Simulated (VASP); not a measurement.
A run of VASP 6.6.1:

The input POSCAR:

```
Ru
1.0
    2.5877552946      0.0000000000      0.0000000000
   -1.2938776473      2.2410618239      0.0000000000
    0.0000000000      0.0000000000      4.0952639452
Ru
2
Direct
    0.3333333333      0.6666666667      0.2500000000
    0.6666666667      0.3333333333      0.7500000000
```

The input INCAR.step1:

```
SYSTEM = Ru
PREC     = Accurate       ! precision mode
ENCUT    = 550            ! plane-wave cutoff, eV
ISMEAR   = -1             ! smearing method
SIGMA    = 0.08           ! smearing width, eV
LREAL    = .FALSE.        ! projectors in reciprocal space
LASPH    = .TRUE.         ! aspherical terms in the spheres
NELM     = 120            ! most SCF steps
NBANDS   = 21             ! bands
GGA      = PE             ! functional
ALGO     = Normal         ! electronic algorithm
EDIFF    = 1E-5           ! SCF threshold, eV
LWAVE    = .TRUE.         ! write WAVECAR
LCHARG   = .FALSE.        ! write CHGCAR
GGA_COMPAT= .FALSE.
```

INCAR.step2

```
SYSTEM = Ru
PREC     = Accurate       ! precision mode
ENCUT    = 550            ! plane-wave cutoff, eV
EDIFF    = 1E-6           ! SCF threshold, eV
ISMEAR   = -1             ! smearing method
SIGMA    = 0.08           ! smearing width, eV
LREAL    = .FALSE.        ! projectors in reciprocal space
LASPH    = .TRUE.         ! aspherical terms in the spheres
NELM     = 120            ! most SCF steps
ALGO     = Normal         ! electronic algorithm
ISIF     = 2              ! what is computed and relaxed
LWAVE    = .FALSE.        ! write WAVECAR
LCHARG   = .FALSE.        ! write CHGCAR
METAGGA  = R2SCAN         ! meta-GGA
LMIXTAU  = .TRUE.       
NBANDS   = 21             ! bands
ISTART   = 1            
GGA_COMPAT= .FALSE.
```

File KPOINTS:

```
Automatic mesh
0
G
  16 16 9
  0 0 0
```

Potentials or basis: VASP PAW PBE potentials, release 64 (Ru_pv).

Run with:

```console
$ cat potpaw_PBE.64/Ru_pv/POTCAR > POTCAR
$ cp INCAR.step1 INCAR
$ mpirun -np 1 vasp_std > vasp.out
$ cp INCAR.step2 INCAR
$ mpirun -np 1 vasp_std > vasp.out
```

Hardware: 1 thread of Intel(R) Xeon(R) 6975P-C (Granite Rapids) (shared host).

Q: Estimate the wall time of this run.

A: Wall time 95 s on 1 thread of Intel(R) Xeon(R) 6975P-C (Granite Rapids), on a shared host, peak memory 0.18 GiB. Counts: k points 150.
